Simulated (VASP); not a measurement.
# Ta (Im-3m) in VASP: a series of runs

The runs below take Ta through single point, with r2SCAN50, r2SCAN.

Everything below comes from runs of VASP 6.6.1. Logs are shortened: lines on timing, memory, paths and dates and some standing lists are left out, and cuts for length are marked.

## Step 1: The cell of the first run

It takes space group Im-3m (No. 229, cubic). The conventional cell has a = 3.235 Å, b = 3.235 Å, c = 3.235 Å, α = 90.00°, β = 90.00°, γ = 90.00°. Within 3.7 Å of Ta (site symmetry m-3m) lie 14 Ta at 2.80 to 3.24 Å.

## Step 2: Single point, r2SCAN50

The input, POSCAR:

```
Ta
1.0
   -1.6175709496      1.6175709496      1.6175709496
    1.6175709496     -1.6175709496      1.6175709496
    1.6175709496      1.6175709496     -1.6175709496
Ta
1
Direct
    0.0000000000      0.0000000000      0.0000000000
```

The input, INCAR.step1:

```
PREC = Accurate
ENCUT = 440
EDIFF = 1E-5
ISMEAR = -1
SIGMA = 0.05
LREAL = False
LASPH = True
NELM = 120
ALGO = Normal
ISIF = 2
LWAVE = True
LCHARG = False
GGA = PE
NBANDS = 12
GGA_COMPAT = False
```

The input, INCAR.step2:

```
PREC = Accurate
ENCUT = 440
EDIFF = 1E-6
ISMEAR = -1
SIGMA = 0.05
LREAL = False
LASPH = True
NELM = 120
ALGO = Normal
ISIF = 2
LWAVE = False
LCHARG = False
METAGGA = R2SCAN
LHFCALC = True
AEXX = 0.5
LMIXTAU = True
PRECFOCK = Normal
ISTART = 1
NBANDS = 12
GGA_COMPAT = False
```

The input, KPOINTS:

```
regular mesh
0
Gamma
  6 6 6
```

Potentials or basis: VASP PAW PBE potentials, release 64 (Ta_sv_GW).

Run with:

```bash
$ cat potpaw_PBE.64/Ta_sv_GW/POTCAR > POTCAR
$ cp INCAR.step1 INCAR
$ mpirun -np 1 vasp_std > vasp.out
$ cp INCAR.step2 INCAR
$ mpirun -np 1 vasp_std > vasp.out
```

OUTCAR:

```text
PREC = Accurate
   ENCUT = 440
   EDIFF = 1E-6
   ISMEAR = -1
   LREAL = False
   LASPH = True
   NELM = 120
   ISIF = 2
   METAGGA = R2SCAN
   LHFCALC = True
   AEXX = 0.5
   PRECFOCK = Normal
   ISTART = 1

 ion  position               nearest neighbor table
   1  0.000  0.000  0.000-

  LATTYP: Found a body centered cubic cell.
 ALAT       =     3.2351418992

  Lattice vectors:

 A1 = (  -1.6175709496,   1.6175709496,   1.6175709496)
 A2 = (   1.6175709496,  -1.6175709496,   1.6175709496)
 A3 = (   1.6175709496,   1.6175709496,  -1.6175709496)

Analysis of symmetry for initial positions (statically):
=====================================================================
 Subroutine PRICEL returns:
 Original cell was already a primitive cell.

 Routine SETGRP: Setting up the symmetry group for a
 body centered cubic supercell.

 Subroutine GETGRP returns: Found 48 space group operations
 (whereof 48 operations were pure point group operations)
 out of a pool of 48 trial point group operations.

The static configuration has the point symmetry O_h .

Analysis of symmetry for dynamics (positions and initial velocities):
=====================================================================
 Subroutine PRICEL returns:
 Original cell was already a primitive cell.

 Routine SETGRP: Setting up the symmetry group for a
 body centered cubic supercell.

 Subroutine GETGRP returns: Found 48 space group operations
 (whereof 48 operations were pure point group operations)
 out of a pool of 48 trial point group operations.

The dynamic configuration has the point symmetry O_h .

 Subroutine INISYM returns: Found 48 space group operations
 (whereof 48 operations are pure point group operations),
 and found     1 'primitive' translations

----------------------------------------------------------------------------------------

                                     Primitive cell

  volume of cell :      16.9297

  direct lattice vectors                    reciprocal lattice vectors
    -1.617570950  1.617570950  1.617570950     0.000000000  0.309105452  0.309105452
     1.617570950 -1.617570950  1.617570950     0.309105452  0.000000000  0.309105452
     1.617570950  1.617570950 -1.617570950     0.309105452  0.309105452  0.000000000

  length of vectors
     2.801715070  2.801715070  2.801715070     0.437141123  0.437141123  0.437141123

  position of ions in fractional coordinates (direct lattice)
     0.000000000  0.000000000  0.000000000

  ion indices of the primitive-cell ions
   primitive index   ion index
                 1           1

----------------------------------------------------------------------------------------

 KPOINTS: regular mesh

Automatic generation of k-mesh.
 Grid dimensions read from file:
 generate k-points for:    6    6    6

 Generating k-lattice:

  Cartesian coordinates                     Fractional coordinates (reciprocal lattice)
     0.000000000  0.051517575  0.051517575     0.166666667  0.000000000  0.000000000
     0.051517575  0.000000000  0.051517575     0.000000000  0.166666667  0.000000000
     0.051517575  0.051517575  0.000000000     0.000000000  0.000000000  0.166666667

  Length of vectors
     0.072856854  0.072856854  0.072856854

  Shift w.r.t. Gamma in fractional coordinates (k-lattice)
     0.000000000  0.000000000  0.000000000

 Subroutine IBZKPT returns following result:
 ===========================================

 Found     16 irreducible k-points:

 Following reciprocal coordinates:
            Coordinates               Weight
  0.000000  0.000000  0.000000      1.000000
  0.166667  0.000000  0.000000     12.000000
  0.333333  0.000000  0.000000     12.000000
  0.500000  0.000000  0.000000      6.000000
  0.166667  0.166667  0.000000     24.000000
  0.333333  0.166667  0.000000     48.000000
[... 8 lines left out ...]
  0.500000  0.500000  0.333333     12.000000
  0.500000  0.500000  0.500000      1.000000
   k-points           NKPTS =     16   k-points in BZ     NKDIM =    216   number of bands    NBANDS=     12
   number of dos      NEDOS =    301   number of ions     NIONS =      1
   total plane-waves  NPLWV =   8000
   dimension x,y,z NGX =    20 NGY =   20 NGZ =   20
   dimension x,y,z NGXF=    40 NGYF=   40 NGZF=   40
   ions per type =               1
   NGX,Y,Z   is equivalent  to a cutoff of  11.87, 11.87, 11.87 a.u.
   NGXF,Y,Z  is equivalent  to a cutoff of  23.73, 23.73, 23.73 a.u.
 SYSTEM =  unknown system
   PREC   = accura    normal or accurate (medium, high low for compatibility)
   ISTART =      1    job   : 0-new  1-cont  2-samecut
   ICHARG =      0    charge: 1-file 2-atom 10-const
   ISPIN  =      1    spin polarized calculation?
   LNONCOLLINEAR =      F non collinear calculations
   LSORBIT =      F    spin-orbit coupling
   LASPH  =      T    aspherical Exc in radial PAW
   ENCUT  =  440.0 eV  32.34 Ry    5.69 a.u.   4.79  4.79  4.79*2*pi/ulx,y,z
   NELM   =    120;   NELMIN=  2; NELMDL=  0     # of ELM steps
   EDIFF  = 0.1E-05   stopping-criterion for ELM
   LREAL  =      F    real-space projection
   EDIFFG = 0.1E-04   stopping-criterion for IOM
   NSW    =      0    number of steps for IOM
   IBRION =     -1    ionic relax: 0-MD 1-quasi-New 2-CG
   NFREE  =      0    steps in history (QN), initial steepest desc. (CG)
   ISIF   =      2    stress and relaxation
   ISYM   =      3    0-nonsym 1-usesym 2-fastsym
   POTIM  = 0.5000    time-step for ionic-motion
   TEBEG  =    0.0;   TEEND  =   0.0 temperature during run
   PSTRESS=    0.0 pullay stress
   NELECT =      13.0000    total number of electrons
   NUPDOWN=      -1.0000    fix difference up-down
   EMIN   =  10.00;   EMAX   =-10.00  energy-range for DOS
   EFERMI =   0.00;   METHOD = LEGACY
   ISMEAR =    -1;   SIGMA  =   0.05  broadening in eV -4-tet -1-fermi 0-gaus
   EFERMI_NEDOS =   21; number of points for ismear=-14 and -15
   IALGO  =     38    algorithm
   IMIX   =      1    mixing-type and parameters
     AMIX     =   0.40;   BMIX     =  1.00
     AMIX_MAG =   1.60;   BMIX_MAG =  1.00
  volume/ion in A,a.u.               =      16.93       114.25
  Fermi-wavevector in a.u.,A,eV,Ry     =   1.499130  2.832945 30.577605  2.247391
  Thomas-Fermi vector in A             =   2.610800
   LORBIT       =      0    0 simple, 1 ext, 2 COOP (PROOUT), +10 PAW based schemes
   METAGGA = R2SCAN    functional components
   LHFCALC =     T    Hartree Fock is set to
   PRECFOCK=normal    Normal, Fast or Accurate (Low or Medium for compatibility)
   ENCUT4O =  -1.0   cutoff for four orbital integrals eV
   NKREDX  =     1    reduce k-point grid by
   NKREDY  =     1    reduce k-point grid by
   NKREDZ  =     1    reduce k-point grid by
   AEXX    =    0.5000 exact exchange contribution
   HFSCREEN=    0.0000 screening length (either q_TF or 0.3 A-1)
   HFSCREENC=   0.0000 screening length for correlation (either q_TF or 0.3 A-1)
   ENCUTFOCK=  -1.0 apply spherical cutoff to Coloumb kernel
   IVDW    =     0    specifies the selected vdW correction
   LEPSILON=     F    determine dielectric tensor
   LRPA    =     F    only Hartree local field effects (RPA)
 non-spin polarized calculation
  energy-cutoff  :      440.00
  volume of cell :       16.93
 maximum number of plane-waves:       370
  NGX = 16; NGY = 16; NGZ = 16

 number of electron      12.9999997 magnetization

 Free energy of the ion-electron system (eV)
  ---------------------------------------------------
  ext. energy  EPLUGINS =         0.00000000
  ---------------------------------------------------
  free energy    TOTEN  =       -38.76325875 eV

  energy without entropy =      -38.75590781  energy(sigma->0) =      -38.75958328

 E-fermi :  10.4380     XC(G=0):  -8.0002

 val. band max:       10.4125074545   @ k =  -0.3333   0.5000   0.1667
 cond. band min:      11.1445789022   @ k =   0.3333   0.0000   0.0000
 fundamental gap:      0.7320714477
 Fermi energy:        10.4380488943

 k-point     1 :       0.0000    0.0000    0.0000
  band No.  band energies     occupation
      1     -65.7902      2.00000
      2     -27.9916      2.00000
      3     -27.9916      2.00000
      4     -27.9916      2.00000
      5      -0.8407      2.00000
      6      13.3390      0.00000
      7      13.3390      0.00000
      8      13.3390      0.00000
      9      17.6763      0.00000
     10      17.6763      0.00000
     11      28.5907      0.00000
     12      28.5907      0.00000

 k-point     2 :       0.1667    0.0000    0.0000
  band No.  band energies     occupation
      1     -65.7098      2.00000
      2     -28.4822      2.00000
      3     -28.1320      2.00000
      4     -27.9954      2.00000
      5       0.7537      2.00000
      6      11.9959      0.00000
      7      12.4044      0.00000
      8      14.7813      0.00000
      9      16.6873      0.00000
     10      17.6030      0.00000
     11      29.6046      0.00000
     12      31.0219      0.00000

 k-point     3 :       0.3333    0.0000    0.0000
  band No.  band energies     occupation
      1     -65.6093      2.00000
      2     -29.3912      2.00000
      3     -28.4024      2.00000
      4     -28.0005      2.00000
      5       3.4517      2.00000
      6       8.7347      2.00000
      7      11.1446      0.00000
      8      17.2988      0.00000
      9      18.0198      0.00000
     10      18.6887      0.00000
     11      27.5687      0.00000
     12      29.4151      0.00000
[... 166 lines left out ...]
 k-point    15 :       0.5000    0.5000    0.3333
  band No.  band energies     occupation
      1     -65.4443      2.00000
      2     -29.3417      2.00000
      3     -29.0259      2.00000
      4     -28.9080      2.00000
      5       5.4552      2.00000
      6       5.7765      2.00000
      7      15.7027      0.00000
      8      15.7479      0.00000
      9      21.1933      0.00000
     10      22.3618      0.00000
     11      24.8778      0.00000
     12      26.8750      0.00000

 k-point    16 :       0.5000    0.5000    0.5000
  band No.  band energies     occupation
      1     -65.4345      2.00000
      2     -29.1778      2.00000
      3     -29.1778      2.00000
      4     -29.1778      2.00000
      5       4.5719      2.00000
      6       4.5719      2.00000
      7      20.9149      0.00000
      8      20.9149      0.00000
      9      20.9149      0.00000
     10      22.4244      0.00000
     11      22.4244      0.00000
     12      22.4244      0.00000

------------------------ aborting loop because EDIFF is reached ----------------------------------------

  FORCE on cell =-STRESS in cart. coord.  units (eV):
  Direction    XX          YY          ZZ          XY          YZ          ZX
  --------------------------------------------------------------------------------------
  -------------------------------------------------------------------------------------
  Total       -0.3782640     -0.3782640     -0.3782640      0.0000000     -0.0000000      0.0000000
  in kB      -35.7977387    -35.7977387    -35.7977387      0.0000000     -0.0000000      0.0000000
  external PRESSURE =     -35.7977387 kB  Pullay stress =       0.0000000 kB

 VOLUME and BASIS-vectors are now :
 -----------------------------------------------------------------------------
  energy-cutoff  :      440.00
  volume of cell :       16.93
      direct lattice vectors                 reciprocal lattice vectors
    -1.617570950  1.617570950  1.617570950     0.000000000  0.309105452  0.309105452
     1.617570950 -1.617570950  1.617570950     0.309105452  0.000000000  0.309105452
     1.617570950  1.617570950 -1.617570950     0.309105452  0.309105452  0.000000000

 POSITION                                       TOTAL-FORCE (eV/Angst)
 -----------------------------------------------------------------------------------
      0.00000      0.00000      0.00000         0.000000     -0.000000     -0.000000
 -----------------------------------------------------------------------------------
    total drift:                               -0.000000     -0.000000      0.000000

  FREE ENERGIE OF THE ION-ELECTRON SYSTEM (eV)
  ---------------------------------------------------
  free  energy   TOTEN  =       -38.7632587525 eV

  energy  without entropy=      -38.7559078083  energy(sigma->0) =      -38.75958328
```

Run time: 5.7 min. Hardware: 1 thread of Intel Xeon 6975P-C (Granite Rapids), shared host; peak memory 0.14 GiB.

What came out:

```yaml
Free_energy: -38.7633 eV
Pressure: -3.6 GPa
Band_gap_on_the_k_mesh: zero (an odd number of electrons rules out a gap without spin polarisation)
```

Caveat: the k points lie up to 0.46 Å⁻¹ apart, too coarse for converged energies and pressures of a metal; the PAW data sets were made with another functional, which shifts forces and pressure a little; spin-orbit coupling is left out, which moves the levels of the heavy elements.

## Step 3: Single point, r2SCAN

This run uses another cell than the first one, of 19.09 Å³/atom.

The input, POSCAR:

```
Ta
1.0
   -1.6836662614      1.6836662614      1.6836662614
    1.6836662614     -1.6836662614      1.6836662614
    1.6836662614      1.6836662614     -1.6836662614
Ta
1
Direct
    0.0000000000      0.0000000000      0.0000000000
```

The input, INCAR.step1:

```
PREC     = Accurate       # precision mode
ENCUT    = 550            # plane-wave cutoff, eV
ISMEAR   = -1             # smearing method
SIGMA    = 0.05           # smearing width, eV
LREAL    = False          # projectors in reciprocal space
LASPH    = True           # aspherical terms in the spheres
NELM     = 120            # most SCF steps
NBANDS   = 12             # bands
GGA      = PE             # functional
ALGO     = Normal         # electronic algorithm
EDIFF    = 1E-5           # SCF threshold, eV
LWAVE    = True           # write WAVECAR
LCHARG   = False          # write CHGCAR
GGA_COMPAT= False
```

The input, INCAR.step2:

```
PREC     = Accurate       # precision mode
ENCUT    = 550            # plane-wave cutoff, eV
EDIFF    = 1E-6           # SCF threshold, eV
ISMEAR   = -1             # smearing method
SIGMA    = 0.05           # smearing width, eV
LREAL    = False          # projectors in reciprocal space
LASPH    = True           # aspherical terms in the spheres
NELM     = 120            # most SCF steps
ALGO     = Normal         # electronic algorithm
ISIF     = 2              # what is computed and relaxed
LWAVE    = False          # write WAVECAR
LCHARG   = False          # write CHGCAR
METAGGA  = R2SCAN         # meta-GGA
LMIXTAU  = True         
NBANDS   = 12             # bands
ISTART   = 1            
GGA_COMPAT= False
```

The input, KPOINTS:

```
regular mesh
0
Gamma
  11 11 11
```

Potentials or basis: VASP PAW PBE potentials, release 64 (Ta_sv_GW).

Run with:

```bash
$ cat potpaw_PBE.64/Ta_sv_GW/POTCAR > POTCAR
$ cp INCAR.step1 INCAR
$ mpirun -np 1 vasp_std > vasp.out
$ cp INCAR.step2 INCAR
$ mpirun -np 1 vasp_std > vasp.out
```

Wall time 44 s (1 thread of Intel Xeon Platinum 8375C at 2.90GHz (Ice Lake), shared host); peak memory 0.15 GiB.

Results (log left out):

```
Free energy            : -51.0493 eV
Pressure               : -11.4 GPa
Band gap on the k mesh : zero (an odd number of electrons rules out a gap without spin polarisation)
```

Levels at points of the mesh, in eV from the Fermi level:
```csv
k point,band 4,band 5,band 6,band 7,band 8,band 9
"(0.00, 0.00, 0.00)",-34.45,-8.07,0.86,0.86,0.86,4.14
```

Caveat: the cell stands under tension; the PAW data sets were made with another functional, which shifts forces and pressure a little; spin-orbit coupling is left out, which moves the levels of the heavy elements.

The gap in the log of VASP goes by the Fermi energy; the results here count the filled bands.